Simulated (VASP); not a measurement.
# PrBe3Si (P6/mmm) in VASP: a series of runs, part 2 of 2

VASP 6.6.1. Earlier steps stand in the parts before.

### 3 Relaxation of cell and atoms, PBE

This run uses another cell than the first one: it holds 5 atoms, not 10.

File INCAR:

```
SYSTEM = PrBe3Si
  PREC = Accurate
  ENCUT = 600
  EDIFF = 1E-7
  ISMEAR = 0
  SIGMA = 0.2
  LREAL = .FALSE.
  LASPH = .TRUE.
  NELM = 200
  ALGO = Normal
  ISIF = 3
  LWAVE = .FALSE.
  LCHARG = .FALSE.
  GGA = PE
  IBRION = 2
  NSW = 36
  EDIFFG = -0.08
  GGA_COMPAT = .FALSE.
  NELMIN = 4
  LMAXMIX = 6
```

File KPOINTS:

```
Automatic mesh
0
G
  4 4 4
  0 0 0
```

File POSCAR:

```
PrBe3Si
1.0
    4.3854752600      0.0000000000      0.0000000000
   -2.1927376300      3.7979329800      0.0000000000
    0.0000000000      0.0000000000      4.2144649900
Pr Be Si
1 3 1
Direct
    0.0000000000      0.0000000000      0.0000000000
    0.5000000000      0.0000000000      0.0000000000
    0.0000000000      0.5000000000      0.0000000000
    0.5000000000      0.5000000000      0.0000000000
    0.0000000000      0.0000000000      0.5000000000
```

Potentials or basis: VASP PAW PBE potentials, release 64 (Pr_3, Be, Si), 4f in core.

Started as:

```sh
$ cat potpaw_PBE.64/Pr_3/POTCAR potpaw_PBE.64/Be/POTCAR potpaw_PBE.64/Si/POTCAR > POTCAR
$ mpirun -np 1 vasp_std > vasp.out
```

OUTCAR:

```text
SYSTEM = PrBe3Si
   PREC = Accurate
   ENCUT = 600
   EDIFF = 1E-7
   ISMEAR = 0
   LREAL = .FALSE.
   LASPH = .TRUE.
   NELM = 200
   ISIF = 3
   GGA = PE
   IBRION = 2
   NSW = 36
   EDIFFG = -0.08
   NELMIN = 4

 ion  position               nearest neighbor table
   1  0.000  0.000  0.000-   5 2.11   5 2.11   3 2.19   4 2.19   3 2.19   4 2.19   2 2.19   2 2.19

   2  0.500  0.000  0.000-   3 2.19   4 2.19   4 2.19   3 2.19   1 2.19   1 2.19
   3  0.000  0.500  0.000-   1 2.19   2 2.19   1 2.19   2 2.19   4 2.19   4 2.19
   4  0.500  0.500  0.000-   1 2.19   2 2.19   2 2.19   1 2.19   3 2.19   3 2.19
   5  0.000  0.000  0.500-   1 2.11   1 2.11

  LATTYP: Found a hexagonal cell.
 ALAT       =     4.3854752600
 C/A-ratio  =     0.9610053050

  Lattice vectors:

 A1 = (   4.3854752600,   0.0000000000,   0.0000000000)
 A2 = (  -2.1927376300,   3.7979329800,   0.0000000000)
 A3 = (   0.0000000000,   0.0000000000,   4.2144649900)

Analysis of symmetry for initial positions (statically):
=====================================================================
 Subroutine PRICEL returns:
 Original cell was already a primitive cell.

 Routine SETGRP: Setting up the symmetry group for a
 hexagonal supercell.

 Subroutine GETGRP returns: Found 24 space group operations
 (whereof 24 operations were pure point group operations)
 out of a pool of 24 trial point group operations.

[... 153 lines left out ...]
  ext. energy  EPLUGINS =         0.00000000
  ---------------------------------------------------
  free energy    TOTEN  =        -6.94713277 eV

  energy without entropy =       -6.92534441  energy(sigma->0) =       -6.93623859

 E-fermi :   5.1683     XC(G=0): -10.0968

 val. band max:        4.9302311137   @ k =   0.5000  -0.0000   0.5000
 cond. band min:       5.2381241454   @ k =   0.5000  -0.0000   0.0000
 fundamental gap:      0.3078930317
 Fermi energy:         5.1682618117

 k-point     1 :       0.0000    0.0000    0.0000
  band No.  band energies     occupation
      1     -30.0718      2.00000
      2     -13.8170      2.00000
      3     -12.9063      2.00000
      4     -12.9063      2.00000
      5      -2.9918      2.00000
      6      -0.4978      2.00000
      7       2.5368      2.00000
      8       3.9518      2.00000
      9       3.9518      2.00000
     10       5.3981      0.10415
     11       6.0502      0.00000
     12       6.0502      0.00000
     13       6.3733      0.00000
     14       6.3733      0.00000
[... 340 lines left out ...]
--------------------------------------- Ionic step        5  -------------------------------------------

 number of electron      21.0000001 magnetization

 Free energy of the ion-electron system (eV)
  ---------------------------------------------------
  ext. energy  EPLUGINS =         0.00000000
  ---------------------------------------------------
  free energy    TOTEN  =       -13.16854132 eV

  energy without entropy =      -13.04131417  energy(sigma->0) =      -13.10492775

 E-fermi :   0.9254     XC(G=0):  -7.7607

 val. band max:        0.8311176210   @ k =   0.2500  -0.0000   0.0000
 cond. band min:       0.9423521208   @ k =   0.0000   0.0000   0.5000
 fundamental gap:      0.1112344998
 Fermi energy:         0.9254289439

 k-point     1 :       0.0000    0.0000    0.0000
  band No.  band energies     occupation
      1     -33.9681      2.00000
      2     -16.3664      2.00000
      3     -16.3664      2.00000
      4     -16.1179      2.00000
      5      -5.8223      2.00000
      6      -3.8042      2.00000
      7      -0.2708      2.00000
      8       0.0598      2.00000
      9       0.0598      2.00000
     10       0.6554      1.94383
     11       1.6684      0.00000
     12       1.6684      0.00000
     13       3.0937      0.00000
     14       3.0937      0.00000
[... 217 lines left out ...]
  FREE ENERGIE OF THE ION-ELECTRON SYSTEM (eV)
  ---------------------------------------------------
  free  energy   TOTEN  =       -13.1685413227 eV

  energy  without entropy=      -13.0413141732  energy(sigma->0) =      -13.10492775

 reached required accuracy - stopping structural energy minimisation
```

OSZICAR:

```text
N       E                     dE             d eps       ncg     rms          rms(c)
DAV:   1     0.137830373562E+03    0.13783E+03   -0.10494E+04   336   0.149E+03
DAV:   2    -0.143196146991E+01   -0.13926E+03   -0.13662E+03   408   0.288E+02
DAV:   3    -0.977142007370E+01   -0.83395E+01   -0.82484E+01   512   0.673E+01
[... 65 lines left out ...]
DAV:   7    -0.131685402784E+02    0.37899E-04   -0.50835E-04   424   0.999E-02    0.248E-02
DAV:   8    -0.131685415669E+02   -0.12884E-05   -0.55524E-05   444   0.528E-02    0.506E-03
DAV:   9    -0.131685408936E+02    0.67333E-06   -0.36510E-06   454   0.116E-02    0.250E-03
DAV:  10    -0.131685412375E+02   -0.34390E-06   -0.35102E-07   338   0.298E-03    0.846E-04
DAV:  11    -0.131685413227E+02   -0.85270E-07   -0.31642E-08   186   0.131E-03
   5 F= -.13168541E+02 E0= -.13104928E+02  d E =-.618615E-01
```

CONTCAR:

```text
PrBe3Si
   1.00000000000000
     5.2587978397890751    0.0000000000000000    0.0000000000000000
    -2.6293989198945376    4.5542525180197675   -0.0000000000000000
     0.0000000000000000   -0.0000000000000000    5.6277200637412994
  Pr              Be              Si
     1     3     1
Direct
     0.0000000000000000    0.0000000000000000    0.0000000000000000
     0.5000000000000000    0.0000000000000000    0.0000000000000000
     0.0000000000000000    0.5000000000000000    0.0000000000000000
     0.5000000000000000    0.5000000000000000    0.0000000000000000
     0.0000000000000000    0.0000000000000000    0.5000000000000000

  0.00000000E+00  0.00000000E+00  0.00000000E+00
  0.00000000E+00  0.00000000E+00  0.00000000E+00
  0.00000000E+00  0.00000000E+00  0.00000000E+00
  0.00000000E+00  0.00000000E+00  0.00000000E+00
  0.00000000E+00  0.00000000E+00  0.00000000E+00
```

It took 94 s on 1 thread of Intel Xeon Platinum 8488C (Sapphire Rapids), shared host; peak memory 0.22 GiB.

What came out:

| Quantity | Value |
| --- | --- |
| Free energy | -13.1685 eV |
| Relaxed volume | 26.96 Å³/atom |
| Relaxed cell | a = 5.259 Å, b = 5.259 Å, c = 5.628 Å, α = 90.00°, β = 90.00°, γ = 120.00° |
| Space group after relaxing (to 0.1 Å) | P6/mmm (No. 191) |
| Energy gained by relaxing | 1244.3 meV/atom |
| Ionic steps | 5 |
| Pressure after relaxing | 0.1 GPa |
| Band gap on the k mesh | zero (an odd number of electrons rules out a gap without spin polarisation) |

The path:
```csv
step,energy change (eV),largest force (eV/Å),pressure (GPa),volume (Å³)
1,0.0000,0.0000,54.04,70.20
2,-6.1565,0.0000,1.16,129.01
3,-6.1595,0.0000,0.96,129.99
4,-6.2101,0.0000,0.42,132.59
5,-6.2214,0.0000,0.10,134.78
```

Final structure:
```
CELL_PARAMETERS angstrom
5.25880 0.00000 0.00000
-2.62940 4.55425 0.00000
0.00000 0.00000 5.62772
ATOMIC_POSITIONS crystal
Pr 0.00000 0.00000 0.00000
Be 0.50000 0.00000 0.00000
Be 0.00000 0.50000 0.00000
Be 0.50000 0.50000 0.00000
Si 0.00000 0.00000 0.50000
```

Caveat: the k points lie up to 0.34 Å⁻¹ apart in the final cell, too coarse for converged energies and pressures of a metal; the volume moved by over 15 % at a fixed basis, so the end points are rough; spin-orbit coupling is left out, which moves the levels of the heavy elements; the 4f electrons are frozen in the core, so they carry no moment and show no levels. Spin polarisation is off, so any magnetic state and its effect on volume and gap are missing.

### 4 Single point, PBE

This run uses another cell than the first one, of 14.93 Å³/atom.

File INCAR:

```
SYSTEM = PrBe3Si
PREC     = Accurate       ! precision mode
ENCUT    = 600            ! plane-wave cutoff, eV
EDIFF    = 1E-6           ! SCF threshold, eV
ISMEAR   = 0              ! smearing method
SIGMA    = 0.2            ! smearing width, eV
LREAL    = .FALSE.        ! projectors in reciprocal space
LASPH    = .TRUE.         ! aspherical terms in the spheres
NELM     = 200            ! most SCF steps
ALGO     = Normal         ! electronic algorithm
ISIF     = 2              ! what is computed and relaxed
LWAVE    = .FALSE.        ! write WAVECAR
LCHARG   = .FALSE.        ! write CHGCAR
GGA      = PE             ! functional
NBANDS   = 32             ! bands
GGA_COMPAT= .FALSE.      
LMAXMIX  = 6              ! l up to which the mixer works
```

File KPOINTS:

```
regular mesh
0
G
  4 4 3
  0 0 0
```

File POSCAR:

```
PrBe3Si
1.0
    5.4292542839      0.0000000000      0.0000000000
   -2.7146271419      4.7018721335      0.0000000000
    0.0000000000      0.0000000000      5.8487955605
Pr Be Si
2 6 2
Direct
    0.0000000000      0.0000000000      0.0000000000
    0.0000000000      0.0000000000      0.5000000000
    0.5000000000      0.0000000000      0.1973621577
    0.5000000000      0.5000000000      0.1973621577
    0.0000000000      0.5000000000      0.1973621577
    0.0000000000      0.5000000000      0.8026378423
    0.5000000000      0.5000000000      0.8026378423
    0.5000000000      0.0000000000      0.8026378423
    0.3333333333      0.6666666667      0.5000000000
    0.6666666667      0.3333333333      0.5000000000
```

Started as:

```sh
$ cat potpaw_PBE.64/Pr_3/POTCAR potpaw_PBE.64/Be/POTCAR potpaw_PBE.64/Si/POTCAR > POTCAR
$ mpirun -np 1 vasp_std > vasp.out
```

It took 54 s on 1 thread of Intel Xeon Platinum 8488C (Sapphire Rapids), shared host; peak memory 0.34 GiB.

The run converged. Its results:

```
Free energy            : -40.8194 eV
Pressure               : 0.1 GPa
Largest force          : 0.006 eV/Å
Band gap on the k mesh : zero (bands 21 and 22 overlap by 0.89 eV)
```

Forces on the atoms (eV/Å):
```
Pr   0.000  0.000  0.000
Pr   0.000  0.000  0.000
Be   0.000  0.000  0.006
Be   0.000  0.000  0.006
Be   0.000  0.000  0.006
Be   0.000  0.000 -0.006
Be   0.000  0.000 -0.006
Be   0.000  0.000 -0.006
Si   0.000  0.000  0.000
Si   0.000  0.000  0.000
```

Stress tensor (GPa, compression positive):
```
 0.13  0.00  0.00
 0.00  0.13  0.00
 0.00  0.00 -0.09
```

Levels at points of the mesh, in eV from the Fermi level:
```tsv
k point	band 18	band 19	band 20	band 21	band 22	band 23	band 24	band 25
(0.00, 0.00, 0.00)	-1.43	-1.43	-1.29	-1.29	-0.77	0.25	0.78	0.78
(0.50, 0.00, 0.00)	-1.61	-0.74	-0.40	0.07	0.21	0.36	0.71	1.59
```

Caveat: spin-orbit coupling is left out, which moves the levels of the heavy elements; the 4f electrons are frozen in the core, so they carry no moment and show no levels. Spin polarisation is off, so any magnetic state and its effect on volume and gap are missing.

### 5 Summary

| task | cell | k mesh | gap on the mesh (eV) | pressure (GPa) | relaxed volume (Å³/atom) | largest force (eV/Å) |
| --- | --- | --- | --- | --- | --- | --- |
| relaxation of cell and atoms | relaxed from a = 5.300, b = 5.300, c = 5.259 Å, angles 90.0, 90.0, 120.0°, 10 atoms, atomic positions A | 4 × 4 × 3 | none | 0.4 | 14.87 | 0.06 |
| relaxation of cell and atoms | relaxed from a = 4.385, b = 4.385, c = 4.214 Å, angles 90.0, 90.0, 120.0°, 5 atoms, atomic positions B | 4 × 4 × 4 | none | 0.1 | 26.96 | - |
| single point | a = 5.429, b = 5.429, c = 5.849 Å, angles 90.0, 90.0, 120.0°, 10 atoms, atomic positions C | 4 × 4 × 3 | none | 0.1 | - | 0.01 |

Alike in all rows: level PBE; potentials or basis VASP PAW PBE potentials, release 64 (Pr_3, Be, Si), 4f in core; no spin polarisation; cutoff (eV) 600; smearing gaussian 0.2 eV.

Caveats: some runs use coarse meshes; spin-orbit coupling is left out, which moves the levels of the heavy elements; the 4f electrons are frozen in the core, so they carry no moment and show no levels; the volume moved by over 15 % at a fixed basis, so the end points are rough (at least some runs); the relaxation stopped at a loose force limit of 0.08 eV/Å, so its end isn't a converged minimum (at least some runs).

Absolute energies hang on the potentials; compare differences alone.

The gap in the log of VASP goes by the Fermi energy; the results here count the filled bands.